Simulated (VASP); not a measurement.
# NaF (Fdd2) in VASP: a series of runs, part 2 of 2

VASP 6.6.1.

### 4 Single point, PBE

This run uses another cell than the first one, of 15.04 Å³/atom.

Contents of INCAR:

```
SYSTEM = NaF
ALGO = Normal ; EDIFF = 1E-7
ENCUT = 520 ; GGA = PE
ISIF = 2 ; ISMEAR = 0
LASPH = .True. ; LCHARG = .False.
LREAL = .False. ; LWAVE = .False.
NBANDS = 22 ; NELM = 60
PREC = Accurate ; SIGMA = 0.02
```

Contents of KPOINTS:

```
k-points
0
Gamma
  8 8 8
  0 0 0
```

Contents of POSCAR:

```
NaF
1.0
    0.0000000000      3.1745416898      5.7423782048
    1.6501896549      0.0000000000      5.7423782048
    1.6501896549      3.1745416898      0.0000000000
Na F
2 2
Direct
    0.8164954616      0.8164954616      0.1835045384
    0.0664954616      0.0664954616      0.4335045384
    0.1835045384      0.1835045384      0.8164954616
    0.4335045384      0.4335045384      0.0664954616
```

Potentials or basis: VASP PAW PBE potentials, release 64 (Na_pv, F).

The run is started by

```console
$ cat potpaw_PBE.64/Na_pv/POTCAR potpaw_PBE.64/F/POTCAR > POTCAR
$ mpirun -np 1 vasp_std > vasp.out
```

OUTCAR:

```text
SYSTEM = NaF
   EDIFF = 1E-7
   ENCUT = 520
   GGA = PE
   ISIF = 2
   ISMEAR = 0
   LASPH = .True.
   LREAL = .False.
   NELM = 60
   PREC = Accurate

 ion  position               nearest neighbor table
   1  0.816  0.816  0.184-   4 2.24   4 2.24   3 2.25   3 2.25
   2  0.066  0.066  0.434-   3 2.24   3 2.24   4 2.25   4 2.25
   3  0.184  0.184  0.816-   2 2.24   2 2.24   1 2.25   1 2.25
   4  0.434  0.434  0.066-   1 2.24   1 2.24   2 2.25   2 2.25

  LATTYP: Found a face centered orthorhombic cell.
 ALAT       =     3.3003793098
 B/A-ratio  =     1.9237435409
 C/A-ratio  =     3.4798292352

  Lattice vectors:

 A1 = (   0.0000000000,   3.1745416898,   5.7423782048)
 A2 = (   1.6501896549,   0.0000000000,   5.7423782048)
 A3 = (   1.6501896549,   3.1745416898,   0.0000000000)

Analysis of symmetry for initial positions (statically):
=====================================================================
 Subroutine PRICEL returns:
 Original cell was already a primitive cell.

 Routine SETGRP: Setting up the symmetry group for a
 face centered orthorhombic supercell.

 Subroutine GETGRP returns: Found  4 space group operations
 (whereof  2 operations were pure point group operations)
 out of a pool of  8 trial point group operations.

The static configuration has the point symmetry C_2 .
 The point group associated with its full space group is C_2v.

Analysis of symmetry for dynamics (positions and initial velocities):
=====================================================================
 Subroutine PRICEL returns:
 Original cell was already a primitive cell.

 Routine SETGRP: Setting up the symmetry group for a
 face centered orthorhombic supercell.

 Subroutine GETGRP returns: Found  4 space group operations
 (whereof  2 operations were pure point group operations)
 out of a pool of  8 trial point group operations.

The dynamic configuration has the point symmetry C_2 .
 The point group associated with its full space group is C_2v.

 Subroutine INISYM returns: Found  4 space group operations
 (whereof  2 operations are pure point group operations),
 and found     1 'primitive' translations

----------------------------------------------------------------------------------------

                                     Primitive cell

  volume of cell :      60.1640

  direct lattice vectors                    reciprocal lattice vectors
     0.000000000  3.174541690  5.742378205    -0.302995476  0.157503050  0.087071938
     1.650189655  0.000000000  5.742378205     0.302995476 -0.157503050  0.087071938
     1.650189655  3.174541690  0.000000000     0.302995476  0.157503050 -0.087071938

  length of vectors
     6.561449717  5.974783121  3.577826273     0.352413098  0.352413098  0.352413098

  position of ions in fractional coordinates (direct lattice)
     0.816495462  0.816495462  0.183504538
     0.066495462  0.066495462  0.433504538
     0.183504538  0.183504538  0.816495462
     0.433504538  0.433504538  0.066495462

  ion indices of the primitive-cell ions
   primitive index   ion index
                 1           1
                 2           2
                 3           3
                 4           4
[... 23 lines left out ...]
 ===========================================

 Found     95 irreducible k-points:

 Following reciprocal coordinates:
            Coordinates               Weight
  0.000000  0.000000  0.000000      1.000000
  0.125000 -0.000000 -0.000000      8.000000
  0.250000 -0.000000 -0.000000      8.000000
  0.375000 -0.000000 -0.000000      8.000000
  0.500000 -0.000000 -0.000000      4.000000
  0.125000  0.125000  0.000000      2.000000
[... 16 lines left out ...]
  0.250000 -0.000000  0.125000      8.000000
  0.375000 -0.000000  0.125000      8.000000
 [... further k-points ...]
   k-points           NKPTS =     95   k-points in BZ     NKDIM =     95   number of bands    NBANDS=     22
   number of dos      NEDOS =    301   number of ions     NIONS =      4
   total plane-waves  NPLWV =  67200
   dimension x,y,z NGX =    50 NGY =   48 NGZ =   28
   dimension x,y,z NGXF=   100 NGYF=   96 NGZF=   56
   ions per type =               2   2
   NGX,Y,Z   is equivalent  to a cutoff of  12.67, 13.36, 13.01 a.u.
   NGXF,Y,Z  is equivalent  to a cutoff of  25.34, 26.71, 26.02 a.u.
 SYSTEM =  NaF
   PREC   = accura    normal or accurate (medium, high low for compatibility)
   ISTART =      0    job   : 0-new  1-cont  2-samecut
   ICHARG =      2    charge: 1-file 2-atom 10-const
   ISPIN  =      1    spin polarized calculation?
   LNONCOLLINEAR =      F non collinear calculations
   LSORBIT =      F    spin-orbit coupling
   LASPH  =      T    aspherical Exc in radial PAW
   ENCUT  =  520.0 eV  38.22 Ry    6.18 a.u.  12.20 11.11  6.65*2*pi/ulx,y,z
   NELM   =     60;   NELMIN=  2; NELMDL= -5     # of ELM steps
   EDIFF  = 0.1E-06   stopping-criterion for ELM
   LREAL  =      F    real-space projection
   EDIFFG = 0.1E-05   stopping-criterion for IOM
   NSW    =      0    number of steps for IOM
   IBRION =     -1    ionic relax: 0-MD 1-quasi-New 2-CG
   NFREE  =      0    steps in history (QN), initial steepest desc. (CG)
   ISIF   =      2    stress and relaxation
   ISYM   =      2    0-nonsym 1-usesym 2-fastsym
   POTIM  = 0.5000    time-step for ionic-motion
   TEBEG  =    0.0;   TEEND  =   0.0 temperature during run
   PSTRESS=    0.0 pullay stress
   NELECT =      28.0000    total number of electrons
   NUPDOWN=      -1.0000    fix difference up-down
   EMIN   =  10.00;   EMAX   =-10.00  energy-range for DOS
   EFERMI =   0.00;   METHOD = LEGACY
   ISMEAR =     0;   SIGMA  =   0.02  broadening in eV -4-tet -1-fermi 0-gaus
   EFERMI_NEDOS =   21; number of points for ismear=-14 and -15
   IALGO  =     38    algorithm
   IMIX   =      4    mixing-type and parameters
     AMIX     =   0.40;   BMIX     =  1.00
     AMIX_MAG =   1.60;   BMIX_MAG =  1.00
  volume/ion in A,a.u.               =      15.04       101.50
  Fermi-wavevector in a.u.,A,eV,Ry     =   1.268670  2.397438 21.898892  1.609523
  Thomas-Fermi vector in A             =   2.401752
   LORBIT       =      0    0 simple, 1 ext, 2 COOP (PROOUT), +10 PAW based schemes
   GGA     = PE    functional components
   LHFCALC =     F    Hartree Fock is set to
   AEXX    =    0.0000 exact exchange contribution
   IVDW    =     0    specifies the selected vdW correction
   LEPSILON=     F    determine dielectric tensor
   LRPA    =     F    only Hartree local field effects (RPA)
 non-spin polarized calculation
 Gauss-broadening in eV      SIGMA  =   0.02
  energy-cutoff  :      520.00
  volume of cell :       60.16
 maximum number of plane-waves:      1635
 NGX is ok and might be reduce to    50
   NGX = 25   NGY = 23   NGZ = 13

 number of electron      28.0000001 magnetization

 Free energy of the ion-electron system (eV)
  ---------------------------------------------------
  ext. energy  EPLUGINS =         0.00000000
  ---------------------------------------------------
  free energy    TOTEN  =       -16.76826291 eV

  energy without entropy =      -16.76826291  energy(sigma->0) =      -16.76826291

 E-fermi :  -2.6739     XC(G=0):  -8.1913

 val. band max:       -2.7691892117   @ k =   0.0000   0.0000   0.0000
 cond. band min:       2.5996814681   @ k =   0.0000   0.0000   0.0000
 fundamental gap:      5.3688706798
 Fermi energy:        -2.6738584729

 k-point     1 :       0.0000    0.0000    0.0000
  band No.  band energies     occupation
      1     -22.6880      2.00000
      2     -22.1813      2.00000
      3     -22.1720      2.00000
      4     -22.1044      2.00000
      5     -22.1025      2.00000
      6     -22.0925      2.00000
[... 589 lines left out ...]
     21      13.8488      0.00000
     22      15.7363      0.00000

 [... further k-points ...]

------------------------ aborting loop because EDIFF is reached ----------------------------------------

  FORCE on cell =-STRESS in cart. coord.  units (eV):
  Direction    XX          YY          ZZ          XY          YZ          ZX
  --------------------------------------------------------------------------------------
  -------------------------------------------------------------------------------------
  Total       -0.0178460     -0.0421699     -0.0010322      0.0000000      0.0000000      0.0000000
  in kB       -0.4752408     -1.1229916     -0.0274865      0.0000000      0.0000000      0.0000000
  external PRESSURE =      -0.5419063 kB  Pullay stress =       0.0000000 kB

 VOLUME and BASIS-vectors are now :
 -----------------------------------------------------------------------------
  energy-cutoff  :      520.00
  volume of cell :       60.16
      direct lattice vectors                 reciprocal lattice vectors
     0.000000000  3.174541690  5.742378205    -0.302995476  0.157503050  0.087071938
     1.650189655  0.000000000  5.742378205     0.302995476 -0.157503050  0.087071938
     1.650189655  3.174541690  0.000000000     0.302995476  0.157503050 -0.087071938

 POSITION                                       TOTAL-FORCE (eV/Angst)
 -----------------------------------------------------------------------------------
      1.65019      3.17454      9.37725         0.000000     -0.000000     -0.001866
      0.82509      1.58727      0.76368         0.000000      0.000000     -0.001866
      1.65019      3.17454      2.10750         0.000000      0.000000      0.001866
      0.82509      1.58727      4.97869        -0.000000      0.000000      0.001866
 -----------------------------------------------------------------------------------
    total drift:                               -0.000089     -0.000052      0.000128

  FREE ENERGIE OF THE ION-ELECTRON SYSTEM (eV)
  ---------------------------------------------------
  free  energy   TOTEN  =       -16.7682629138 eV

  energy  without entropy=      -16.7682629138  energy(sigma->0) =      -16.76826291
```

It took 2.4 min on 1 thread of AMD EPYC 9R45 (Zen 5), shared host; peak memory 0.25 GiB.

Results:

- Free energy: -16.7683 eV
- Pressure: -0.1 GPa
- Band gap on the k mesh: 5.37 eV

Levels at points of the mesh, in eV from the valence-band top:
```csv
k point,band 10,band 11,band 12,band 13,band 14,band 15,band 16,band 17,band 18,band 19
"(0.00, 0.00, 0.00)",-0.26,-0.24,-0.18,-0.09,0.00,5.37,9.62,10.58,17.26,17.39
"(0.50, 0.00, 0.00)",-0.98,-0.64,-0.42,-0.36,-0.21,9.83,10.62,11.55,12.33,13.35
"(0.50, 0.50, 0.00)",-0.83,-0.24,-0.24,-0.05,-0.05,6.95,6.95,13.73,13.73,17.84
"(0.50, 0.00, 0.50)",-0.99,-0.60,-0.60,-0.19,-0.19,9.50,9.50,12.84,12.84,13.47
"(0.00, 0.50, 0.50)",-1.20,-0.36,-0.36,-0.19,-0.19,9.92,9.92,11.20,11.20,14.80
```

### 5 Overview

```csv
cell,k mesh,smearing,gap on the mesh (eV),pressure (GPa)
"a = 6.154, b = 5.459, c = 3.601 Å, angles 82.8, 61.7, 35.5°, 4 atoms, atomic positions A",6 × 6 × 6,gaussian 0.1 eV,5.91,7.5
"a = 6.543, b = 5.946, c = 3.587 Å, angles 82.7, 64.3, 32.9°, 4 atoms, atomic positions A",6 × 6 × 6,gaussian 0.1 eV,5.39,0.2
"a = 6.561, b = 5.975, c = 3.578 Å, angles 82.7, 64.6, 32.7°, 4 atoms, atomic positions B",8 × 8 × 8,gaussian 0.02 eV,5.37,-0.1
```

Alike in all rows: task single point; level PBE; potentials or basis VASP PAW PBE potentials, release 64 (Na_pv, F); no spin polarisation; cutoff (eV) 520.

Caveats: the cell stands under pressure (at least some runs).

Total energies depend on the potentials used, so only differences within one code and one set of settings carry meaning.
